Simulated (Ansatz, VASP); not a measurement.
## BiTe4: VASP beside Ansatz

INCAR

```
PREC = Accurate
ENCUT = 600
EDIFF = 1E-6
ISMEAR = 0
SIGMA = 0.1
LREAL = False
LASPH = True
NELM = 60
ALGO = Normal
ISIF = 3
LWAVE = False
LCHARG = False
GGA = PE
IBRION = 2
NSW = 90
EDIFFG = -0.04
```

KPOINTS

```
Automatic mesh
0
Gamma
  4 4 4
```

File POSCAR:

```
BiTe4
1.0
    5.6962405300      0.0000000000      0.0000000000
    0.0000000000      5.6962405300      0.0000000000
    0.0000000000      0.0000000000      5.6962405300
Bi Te
1 4
Direct
    0.0000000000      0.0000000000      0.0000000000
    0.2500000000      0.2500000000      0.2500000000
    0.7500000000      0.7500000000      0.2500000000
    0.2500000000      0.7500000000      0.7500000000
    0.7500000000      0.2500000000      0.7500000000
```

Input for Ansatz:

```yaml
crystal:
  lattice:
    - [5.69624053, 0.0, 0.0]
    - [0.0, 5.69624053, 0.0]
    - [0.0, 0.0, 5.69624053]
  atoms:
    - { symbol: Bi, position: [0.0, 0.0, 0.0] }
    - { symbol: Te, position: [0.25, 0.25, 0.25] }
    - { symbol: Te, position: [0.75, 0.75, 0.25] }
    - { symbol: Te, position: [0.25, 0.75, 0.75] }
    - { symbol: Te, position: [0.75, 0.25, 0.75] }
basis:
  ecutwfc: 420
kpoints:
  mp_grid: { grid: [4, 4, 4] }
hamiltonian:
  xc: pbe
scf:
  occupations: { method: gaussian, width: 0.1 }
  lower_state_search: "off"
output:
  forces: true
  stress: true
  eigenvalues: true
relax:
  adjacent_minimum: "off"
  f_tol: 0.04
  max_steps: 70
  cell: { stress_tol: 0.4 }
```

Change from the starting cell: species swapped into the SnI4 type (P-43m, No. 215).

Alike in both runs: task relaxation of cell and atoms; functional PBE; k mesh 4 × 4 × 4; occupations gaussian, width 0.1 eV; no spin polarisation.

|  | VASP | Ansatz |
| --- | --- | --- |
| version | VASP 6.6.1 | Ansatz 0.2.0 |
| potentials or method | VASP PAW PBE potentials, release 64 (Bi_d, Te), cutoff 600 eV | scalar-relativistic, plane waves, PAW |
| valence electrons in the cell | 39 | 79 |

```tsv
	VASP	Ansatz	Ansatz less VASP
gap on the k mesh at the Fermi level, each at its own relaxed structure (eV)	none	none	-
relaxed volume (Å³/atom)	36.59	36.67	+0.076
relaxed cell length with the largest relative difference (Å)	5.677	5.681	+0.0040
```

A gap of «none» marks a metal or a gap that the smearing closes. VASP's potentials hold 39 valence electrons a cell and Ansatz's 79, so a difference there can come from the potentials and not from the codes.

Neither program's run includes spin-orbit coupling.
